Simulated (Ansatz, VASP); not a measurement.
**BaTiO3: VASP beside Ansatz**

```
Ba Ti O
1.0
     3.91815    0.00000    0.00000
     0.00000    3.91815    0.00000
     0.00000    0.00000    3.93598
Ba Ti O
1 1 3
Cartesian
  0.0000 0.0000 0.0000
  1.9591 1.9591 1.9286
  0.0000 1.9591 2.0349
  1.9591 0.0000 2.0349
  1.9591 1.9591 0.0748
```

Alike in both runs: task single point; functional b88 exchange, pbe correlation; k mesh 7 × 7 × 7; occupations fermi-dirac, width 0.05 eV; no spin polarisation.

|  | VASP | Ansatz |
| --- | --- | --- |
| version | VASP 6.6.1 | Ansatz 0.2.0 |
| potentials or method | VASP PAW PBE potentials, release 64 (Ba_sv, Ti_sv, O) | Ansatz PAW |
| plane-wave cutoff (eV) | 600 | 420 |
| valence electrons in the cell | 40 | 40 |

VASP gave:

| Property | Result |
| --- | --- |
| gap on the k mesh at the Fermi level (eV) | 2.00 |
| least direct gap on the mesh (eV) | 2.14 |
| pressure (GPa) | 16.2 |
| traceless stress, the component that is largest in VASP (GPa) | 0.81 |
| rms of the force components (eV/Å) | 0.078 |

Question: Estimate Ansatz's values.

Answer: gap on the k mesh at the Fermi level (eV): 2.07; least direct gap on the mesh (eV): 2.16; pressure (GPa): 14.1; traceless stress, the component that is largest in VASP (GPa): 0.76; rms of the force components (eV/Å): 0.061.

VASP's potentials were made for PBE, not for b88 exchange, pbe correlation. Atom by atom the forces differ by 0.017 eV/Å (rms over components).

Neither program's run includes spin-orbit coupling. Noted on Ansatz's run: odd divisions of the mesh miss points on the zone boundary, where band edges often lie, so the gap on the mesh can be too wide.
